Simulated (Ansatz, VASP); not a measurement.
PbS in VASP and in Ansatz

File INCAR:

```
SYSTEM = PbS
  PREC = Accurate
  ENCUT = 500
  EDIFF = 1E-6
  ISMEAR = 0
  SIGMA = 0.03
  LREAL = .False.
  LASPH = .True.
  NELM = 120
  ALGO = Normal
  ISIF = 2
  LWAVE = .False.
  LCHARG = .False.
  NBANDS = 17
  GGA_COMPAT = .False.
```

The input KPOINTS:

```
regular mesh
0
Gamma
  12 12 12
  0 0 0
```

Contents of POSCAR:

```
PbS
1.0
    0.0000000000      2.8114921280      2.8114921280
    2.8114921280      0.0000000000      2.8114921280
    2.8114921280      2.8114921280      0.0000000000
Pb S
1 1
Direct
    0.0000000000      0.0000000000      0.0000000000
    0.5000000000      0.5000000000      0.5000000000
```

Input for Ansatz:

```yaml
crystal:
  lattice:
    - [0.0, 2.811492128, 2.811492128]
    - [2.811492128, 0.0, 2.811492128]
    - [2.811492128, 2.811492128, 0.0]
  atoms:
    - { symbol: Pb, position: [0.0, 0.0, 0.0] }
    - { symbol: S, position: [0.5, 0.5, 0.5] }
scf:
  occupations: { method: gaussian, width: 0.03 }
output:
  forces: true
  stress: true
  eigenvalues: true
  write_density: true
  write_potential: true
  elf: true
  volumetric_format: npy
hamiltonian:
  xc: lda
basis:
  ecutwfc: 450
kpoints:
  mp_grid: { grid: [12, 12, 12] }
```

Alike in both runs: task single point; functional LDA; k mesh 12 × 12 × 12; occupations gaussian, width 0.03 eV; no spin polarisation.

|  | VASP | Ansatz |
| --- | --- | --- |
| version | VASP 6.6.1 | Ansatz 0.2.0 |
| potentials or method | VASP PAW LDA potentials, release 64 (Pb_d, S), cutoff 500 eV | scalar-relativistic, plane waves, PAW |
| valence electrons in the cell | 20 | 20 |

|  | VASP | Ansatz | Ansatz less VASP |
| --- | --- | --- | --- |
| gap on the k mesh at the Fermi level (eV) | 0.45 | 0.45 | 0.000 |
| least direct gap on the mesh (eV) | 0.51 | 0.48 | -0.031 |
| pressure (GPa) | 9.8 | 9.7 | -0.11 |

LDA's correlation is that of Perdew and Zunger in VASP and of Perdew and Wang (1992) in Ansatz.

Spin-orbit coupling is off throughout.
